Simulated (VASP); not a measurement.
# MgS: single point with PBE+D3(BJ)

MgS, a sheet with vacuum:

```
CELL_PARAMETERS angstrom
7.12543 0.00004 0.00000
0.00002 3.56264 0.00000
0.00000 0.00000 31.36000
ATOMIC_POSITIONS crystal
Mg 0.00006 0.99993 0.25149
Mg 0.50007 0.00007 0.25149
Mg 0.24998 0.49998 0.32245
Mg 0.74993 0.50009 0.32244
S 0.24998 0.49994 0.24133
S 0.75001 0.50004 0.24132
S 0.50000 0.99999 0.33270
S 0.99998 0.99995 0.33271
```

```yaml
Program: VASP 6.6.1
Task: single point
Functional: PBE
Dispersion: D3(BJ)
Potentials_or_basis: VASP PAW PBE potentials, release 64 (Mg, S)
Cutoff: 520 eV
k_mesh: 2 × 4 × 1
Occupations: gaussian, width 0.1 eV
Spin: no spin polarisation
```

The largest force is 0.025 eV/Å. The band gap on the k mesh is 3.41 eV and the dispersion energy per atom is -0.232 eV.

Forces on the atoms (eV/Å):
```
Mg  -0.002  0.001  0.025
Mg  -0.003 -0.001  0.024
Mg  -0.001  0.000 -0.008
Mg   0.003 -0.002 -0.007
S    0.003  0.001 -0.010
S    0.001  0.000 -0.010
S   -0.001  0.001 -0.006
S    0.000  0.001 -0.008
```

Levels at points of the mesh, in eV from the valence-band top:
```tsv
k point	band 14	band 15	band 16	band 17	band 18	band 19
(0.00, 0.00, 0.00)	-0.09	-0.08	-0.07	3.62	4.38	4.99
(0.50, 0.00, 0.00)	-0.49	0.00	0.00	4.68	4.68	4.96
(0.00, 0.50, 0.00)	-0.96	-0.08	-0.07	3.41	3.41	4.99
(0.50, 0.50, 0.00)	-0.93	-0.92	-0.92	4.58	4.58	4.59
```

Wall time 8 min on 1 thread of Intel Xeon 8259CL, on a shared host, peak memory 0.73 GiB.

Caveat: the k points lie up to 0.44 Å⁻¹ apart.
